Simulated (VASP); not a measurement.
Write the native input for VASP 6.6.1 that does the following.

| Item | Value |
| --- | --- |
| Task | single point |
| Functional | PBEsol |
| Potentials or basis | VASP PAW PBE potentials, release 64 (Sn_d) |
| Cutoff | 520 eV |
| k mesh | 11 × 6 × 13 |
| Occupations | gaussian, width 0.1 eV |
| Spin | no spin polarisation |
| Dipole correction | no |
| Further INCAR settings | ALGO = Fast; EDIFF = 1e-06; NBANDS = 21 |

The structure of Sn lies in POSCAR:

```
Sn
1.0
    3.1962448395      0.0000000000      0.0000000000
    0.0000000000      6.3924896789      0.0000000000
    0.0000000000     -1.8504413553      2.6469408680
Sn
2
Direct
    0.0000000000      0.0000000000      0.0000000000
    0.5000000000      0.5000000000      0.0000000000
```

One way to write it, as run:

INCAR

```
ALGO     = Fast           # electronic algorithm
EDIFF    = 1E-6           # SCF threshold, eV
ENCUT    = 520            # plane-wave cutoff, eV
GGA      = PS             # functional
ISIF     = 2              # what is computed and relaxed
ISMEAR   = 0              # smearing method
LASPH    = True           # aspherical terms in the spheres
LCHARG   = True           # write CHGCAR
LELF     = True           # ELF
LREAL    = False          # projectors in reciprocal space
LVHAR    = True         
LWAVE    = False          # write WAVECAR
NBANDS   = 21             # bands
NELM     = 60             # most SCF steps
PREC     = Accurate       # precision mode
SIGMA    = 0.1            # smearing width, eV
```

KPOINTS

```
k-points
0
Gamma
  11 6 13
```

Potentials or basis: VASP PAW PBE potentials, release 64 (Sn_d).

Launch:

```bash
$ cat potpaw_PBE.64/Sn_d/POTCAR > POTCAR
$ mpirun -np 1 vasp_std > vasp.out
```

Results of the run:

```yaml
Pressure: -1.0 GPa
Band_gap_on_the_k_mesh: zero (bands 14 and 15 overlap by 5.28 eV)
```

Caveat: the PAW data sets were made with another functional, which shifts forces and pressure a little; spin-orbit coupling is left out, which moves the levels of the heavy elements.

It took 75 s on 1 thread of Intel(R) Xeon(R) 6975P-C (Granite Rapids), with other jobs on the host, peak memory 0.32 GiB.
